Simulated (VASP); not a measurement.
# CoSi2 (Fm-3m) in VASP: a series of runs

Runs on CoSi2. Level: PBE. Tasks: single point.

All numbers are computed with VASP 6.6.1; they aren't measurements. Logs are shortened: lines on timing, memory, paths and dates and some standing lists are left out, and cuts for length are marked.

**1. The cell of the first run**

Symmetry: Fm-3m, No. 225, cubic system. The conventional cell has a = 5.287 Å, b = 5.287 Å, c = 5.287 Å, α = 90.00°, β = 90.00°, γ = 90.00°. Within 3.0 Å of Co (site symmetry m-3m) lie 8 Si at 2.29 Å. Within 3.0 Å of Si (site symmetry -43m) lie 4 Co at 2.29 Å and 6 Si at 2.64 Å.

**2. Single point, PBE (volume scaled by 0.960)**

File INCAR:

```
SYSTEM = CoSi2
ALGO = Normal
EDIFF = 1E-6
ENCUT = 520
GGA = PE
ISIF = 2
ISMEAR = 0
LASPH = .TRUE.
LCHARG = .FALSE.
LREAL = .FALSE.
LWAVE = .FALSE.
NBANDS = 16
NELM = 60
PREC = Accurate
SIGMA = 0.05
```

File KPOINTS:

```
k-points
0
G
  12 12 12
  0 0 0
```

File POSCAR:

```
CoSi2
1.0
    0.0000000000      2.6436020191      2.6436020191
    2.6436020191      0.0000000000      2.6436020191
    2.6436020191      2.6436020191      0.0000000000
Co Si
1 2
Direct
    0.0000000000      0.0000000000      0.0000000000
    0.2500000000      0.2500000000      0.2500000000
    0.7500000000      0.7500000000      0.7500000000
```

Potentials or basis: VASP PAW PBE potentials, release 64 (Co, Si).

The run is started by

```console
> cat potpaw_PBE.64/Co/POTCAR potpaw_PBE.64/Si/POTCAR > POTCAR
> mpirun -np 1 vasp_std > vasp.out
```

OUTCAR:

```text
SYSTEM = CoSi2
   EDIFF = 1E-6
   ENCUT = 520
   GGA = PE
   ISIF = 2
   ISMEAR = 0
   LASPH = .TRUE.
   LREAL = .FALSE.
   NELM = 60
   PREC = Accurate

 ion  position               nearest neighbor table
   1  0.000  0.000  0.000-   3 2.29   3 2.29   3 2.29   2 2.29   3 2.29   2 2.29   2 2.29   2 2.29

   2  0.250  0.250  0.250-   1 2.29   1 2.29   1 2.29   1 2.29   3 2.64   3 2.64   3 2.64   3 2.64
                             3 2.64   3 2.64
   3  0.750  0.750  0.750-   1 2.29   1 2.29   1 2.29   1 2.29   2 2.64   2 2.64   2 2.64   2 2.64
                             2 2.64   2 2.64

  LATTYP: Found a face centered cubic cell.
 ALAT       =     5.2872040382

  Lattice vectors:

 A1 = (   0.0000000000,   2.6436020191,   2.6436020191)
 A2 = (   2.6436020191,   0.0000000000,   2.6436020191)
 A3 = (   2.6436020191,   2.6436020191,   0.0000000000)

Analysis of symmetry for initial positions (statically):
=====================================================================
 Subroutine PRICEL returns:
 Original cell was already a primitive cell.

 Routine SETGRP: Setting up the symmetry group for a
 face centered cubic supercell.

 Subroutine GETGRP returns: Found 48 space group operations
 (whereof 48 operations were pure point group operations)
 out of a pool of 48 trial point group operations.

The static configuration has the point symmetry O_h .

Analysis of symmetry for dynamics (positions and initial velocities):
=====================================================================
 Subroutine PRICEL returns:
 Original cell was already a primitive cell.

 Routine SETGRP: Setting up the symmetry group for a
 face centered cubic supercell.

 Subroutine GETGRP returns: Found 48 space group operations
 (whereof 48 operations were pure point group operations)
 out of a pool of 48 trial point group operations.

The dynamic configuration has the point symmetry O_h .

 Subroutine INISYM returns: Found 48 space group operations
 (whereof 48 operations are pure point group operations),
 and found     1 'primitive' translations

----------------------------------------------------------------------------------------

                                     Primitive cell

  volume of cell :      36.9503

  direct lattice vectors                    reciprocal lattice vectors
     0.000000000  2.643602019  2.643602019    -0.189135882  0.189135882  0.189135882
     2.643602019  0.000000000  2.643602019     0.189135882 -0.189135882  0.189135882
     2.643602019  2.643602019  0.000000000     0.189135882  0.189135882 -0.189135882

  length of vectors
     3.738617829  3.738617829  3.738617829     0.327592957  0.327592957  0.327592957

  position of ions in fractional coordinates (direct lattice)
     0.000000000  0.000000000  0.000000000
     0.250000000  0.250000000  0.250000000
     0.750000000  0.750000000  0.750000000

  ion indices of the primitive-cell ions
   primitive index   ion index
                 1           1
                 2           2
                 3           3

----------------------------------------------------------------------------------------

 KPOINTS: k-points

Automatic generation of k-mesh.
 Grid dimensions read from file:
 generate k-points for:   12   12   12

 Generating k-lattice:

  Cartesian coordinates                     Fractional coordinates (reciprocal lattice)
    -0.015761324  0.015761324  0.015761324     0.083333333  0.000000000  0.000000000
     0.015761324 -0.015761324  0.015761324     0.000000000  0.083333333  0.000000000
     0.015761324  0.015761324 -0.015761324     0.000000000  0.000000000  0.083333333

  Length of vectors
     0.027299413  0.027299413  0.027299413

  Shift w.r.t. Gamma in fractional coordinates (k-lattice)
     0.000000000  0.000000000  0.000000000

 Subroutine IBZKPT returns following result:
 ===========================================

 Found     72 irreducible k-points:

 Following reciprocal coordinates:
            Coordinates               Weight
  0.000000  0.000000  0.000000      1.000000
  0.083333  0.000000  0.000000      8.000000
  0.166667  0.000000  0.000000      8.000000
  0.250000  0.000000  0.000000      8.000000
  0.333333  0.000000  0.000000      8.000000
  0.416667  0.000000  0.000000      8.000000
[... 16 lines left out ...]
  0.500000  0.166667  0.000000     24.000000
 -0.416667  0.166667  0.000000     24.000000
 [... further k-points ...]
   k-points           NKPTS =     72   k-points in BZ     NKDIM =     72   number of bands    NBANDS=     16
   number of dos      NEDOS =    301   number of ions     NIONS =      3
   total plane-waves  NPLWV =  21952
   dimension x,y,z NGX =    28 NGY =   28 NGZ =   28
   dimension x,y,z NGXF=    56 NGYF=   56 NGZF=   56
   ions per type =               1   2
   NGX,Y,Z   is equivalent  to a cutoff of  12.45, 12.45, 12.45 a.u.
   NGXF,Y,Z  is equivalent  to a cutoff of  24.90, 24.90, 24.90 a.u.
 SYSTEM =  CoSi2
   PREC   = accura    normal or accurate (medium, high low for compatibility)
   ISTART =      0    job   : 0-new  1-cont  2-samecut
   ICHARG =      2    charge: 1-file 2-atom 10-const
   ISPIN  =      1    spin polarized calculation?
   LNONCOLLINEAR =      F non collinear calculations
   LSORBIT =      F    spin-orbit coupling
   LASPH  =      T    aspherical Exc in radial PAW
   ENCUT  =  520.0 eV  38.22 Ry    6.18 a.u.   6.95  6.95  6.95*2*pi/ulx,y,z
   NELM   =     60;   NELMIN=  2; NELMDL= -5     # of ELM steps
   EDIFF  = 0.1E-05   stopping-criterion for ELM
   LREAL  =      F    real-space projection
   EDIFFG = 0.1E-04   stopping-criterion for IOM
   NSW    =      0    number of steps for IOM
   IBRION =     -1    ionic relax: 0-MD 1-quasi-New 2-CG
   NFREE  =      0    steps in history (QN), initial steepest desc. (CG)
   ISIF   =      2    stress and relaxation
   ISYM   =      2    0-nonsym 1-usesym 2-fastsym
   POTIM  = 0.5000    time-step for ionic-motion
   TEBEG  =    0.0;   TEEND  =   0.0 temperature during run
   PSTRESS=    0.0 pullay stress
   NELECT =      17.0000    total number of electrons
   NUPDOWN=      -1.0000    fix difference up-down
   EMIN   =  10.00;   EMAX   =-10.00  energy-range for DOS
   EFERMI =   0.00;   METHOD = LEGACY
   ISMEAR =     0;   SIGMA  =   0.05  broadening in eV -4-tet -1-fermi 0-gaus
   EFERMI_NEDOS =   21; number of points for ismear=-14 and -15
   IALGO  =     38    algorithm
   IMIX   =      4    mixing-type and parameters
     AMIX     =   0.40;   BMIX     =  1.00
     AMIX_MAG =   1.60;   BMIX_MAG =  1.00
  volume/ion in A,a.u.               =      12.32        83.12
  Fermi-wavevector in a.u.,A,eV,Ry     =   1.263820  2.388273 21.731767  1.597240
  Thomas-Fermi vector in A             =   2.397157
   LORBIT       =      0    0 simple, 1 ext, 2 COOP (PROOUT), +10 PAW based schemes
   GGA     = PE    functional components
   LHFCALC =     F    Hartree Fock is set to
   AEXX    =    0.0000 exact exchange contribution
   IVDW    =     0    specifies the selected vdW correction
   LEPSILON=     F    determine dielectric tensor
   LRPA    =     F    only Hartree local field effects (RPA)
 non-spin polarized calculation
 Gauss-broadening in eV      SIGMA  =   0.05
  energy-cutoff  :      520.00
  volume of cell :       36.95
 maximum number of plane-waves:      1018
   NGX = 13   NGY = 13   NGZ = 13

 number of electron      17.0000008 magnetization

 Free energy of the ion-electron system (eV)
  ---------------------------------------------------
  ext. energy  EPLUGINS =         0.00000000
  ---------------------------------------------------
  free energy    TOTEN  =       -19.26046312 eV

  energy without entropy =      -19.25911112  energy(sigma->0) =      -19.25978712

 E-fermi :  10.6063     XC(G=0): -11.9260

 val. band max:       10.5910529898   @ k =   0.4167   0.2500   0.0833
 cond. band min:      10.6315536528   @ k =   0.4167   0.0833   0.0000
 fundamental gap:      0.0405006630
 Fermi energy:        10.6063080560

 k-point     1 :       0.0000    0.0000    0.0000
  band No.  band energies     occupation
      1      -2.8044      2.00000
      2       6.3696      2.00000
      3       6.3696      2.00000
      4       6.3696      2.00000
      5       8.5848      2.00000
      6       8.5848      2.00000
[... 8 lines left out ...]
     15      16.4631      0.00000
     16      16.4631      0.00000

 k-point     2 :       0.0833    0.0000    0.0000
  band No.  band energies     occupation
      1      -2.6957      2.00000
      2       6.1197      2.00000
      3       6.4085      2.00000
      4       6.4085      2.00000
      5       8.5516      2.00000
      6       8.5516      2.00000
[... 8 lines left out ...]
     15      16.0834      0.00000
     16      16.2683      0.00000

 k-point     3 :       0.1667    0.0000    0.0000
  band No.  band energies     occupation
      1      -2.3719      2.00000
      2       5.4417      2.00000
      3       6.5150      2.00000
      4       6.5150      2.00000
      5       8.4796      2.00000
      6       8.4796      2.00000
[... 8 lines left out ...]
     15      16.2625      0.00000
     16      17.1264      0.00000

 k-point     4 :       0.2500    0.0000    0.0000
  band No.  band energies     occupation
      1      -1.8393      2.00000
      2       4.4639      2.00000
      3       6.6559      2.00000
      4       6.6559      2.00000
      5       8.4402      2.00000
      6       8.4402      2.00000
[... 8 lines left out ...]
     15      17.3961      0.00000
     16      18.3690      0.00000

 k-point     5 :       0.3333    0.0000    0.0000
  band No.  band energies     occupation
      1      -1.1108      2.00000
      2       3.3093      2.00000
      3       6.7786      2.00000
      4       6.7786      2.00000
      5       8.5169      2.00000
      6       8.5169      2.00000
[... 8 lines left out ...]
     15      18.7501      0.00000
     16      19.6246      0.00000

 k-point     6 :       0.4167    0.0000    0.0000
  band No.  band energies     occupation
      1      -0.2123      2.00000
      2       2.1064      2.00000
      3       6.8454      2.00000
      4       6.8454      2.00000
      5       8.5029      2.00000
      6       8.7294      2.00000
[... 8 lines left out ...]
     15      20.2011      0.00000
     16      20.9985      0.00000
[... 267 lines left out ...]
 k-point    21 :       0.3333    0.1667    0.0000
  band No.  band energies     occupation
      1      -1.2428      2.00000
      2       4.2015      2.00000
      3       6.5717      2.00000
      4       6.5768      2.00000
      5       7.4612      2.00000
      6       8.8558      2.00000
[... 8 lines left out ...]
     15      20.1083      0.00000
     16      20.4213      0.00000

 k-point    22 :       0.4167    0.1667    0.0000
  band No.  band energies     occupation
      1      -0.4625      2.00000
      2       3.1329      2.00000
      3       6.4653      2.00000
      4       6.7082      2.00000
      5       7.3940      2.00000
      6       8.6663      2.00000
[... 8 lines left out ...]
     15      21.4010      0.00000
     16      21.8607      0.00000

 k-point    23 :       0.5000    0.1667    0.0000
  band No.  band energies     occupation
      1       0.4672      2.00000
      2       2.0040      2.00000
      3       6.2229      2.00000
      4       6.8618      2.00000
      5       7.4301      2.00000
      6       8.6499      2.00000
[... 8 lines left out ...]
     15      21.4609      0.00000
     16      22.1139      0.00000

 k-point    24 :      -0.4167    0.1667    0.0000
  band No.  band energies     occupation
      1       0.7854      2.00000
      2       1.6474      2.00000
      3       5.9932      2.00000
      4       7.0266      2.00000
      5       7.6203      2.00000
      6       8.4335      2.00000
[... 8 lines left out ...]
     15      20.0322      0.00000
     16      20.5322      0.00000

 [... further k-points ...]

------------------------ aborting loop because EDIFF is reached ----------------------------------------

  FORCE on cell =-STRESS in cart. coord.  units (eV):
  Direction    XX          YY          ZZ          XY          YZ          ZX
  --------------------------------------------------------------------------------------
  -------------------------------------------------------------------------------------
  Total        1.8150127      1.8150127      1.8150127      0.0000000      0.0000000     -0.0000000
  in kB       78.6995086     78.6995086     78.6995086      0.0000000      0.0000000     -0.0000000
  external PRESSURE =      78.6995086 kB  Pullay stress =       0.0000000 kB

 VOLUME and BASIS-vectors are now :
 -----------------------------------------------------------------------------
  energy-cutoff  :      520.00
  volume of cell :       36.95
      direct lattice vectors                 reciprocal lattice vectors
     0.000000000  2.643602019  2.643602019    -0.189135882  0.189135882  0.189135882
     2.643602019  0.000000000  2.643602019     0.189135882 -0.189135882  0.189135882
     2.643602019  2.643602019  0.000000000     0.189135882  0.189135882 -0.189135882

 POSITION                                       TOTAL-FORCE (eV/Angst)
 -----------------------------------------------------------------------------------
      0.00000      0.00000      0.00000        -0.000000     -0.000000     -0.000000
      1.32180      1.32180      1.32180        -0.000000     -0.000000     -0.000000
      3.96540      3.96540      3.96540         0.000000      0.000000      0.000000
 -----------------------------------------------------------------------------------
    total drift:                               -0.000000     -0.000000      0.000000

  FREE ENERGIE OF THE ION-ELECTRON SYSTEM (eV)
  ---------------------------------------------------
  free  energy   TOTEN  =       -19.2604631226 eV

  energy  without entropy=      -19.2591111243  energy(sigma->0) =      -19.25978712
```

Wall time 68 s (1 thread of AMD EPYC 7R13, shared host); peak memory 0.15 GiB.

What came out:

```
Free energy : -19.2605 eV
Pressure    : 7.9 GPa
```

(Part 1 of 2 ends here.)
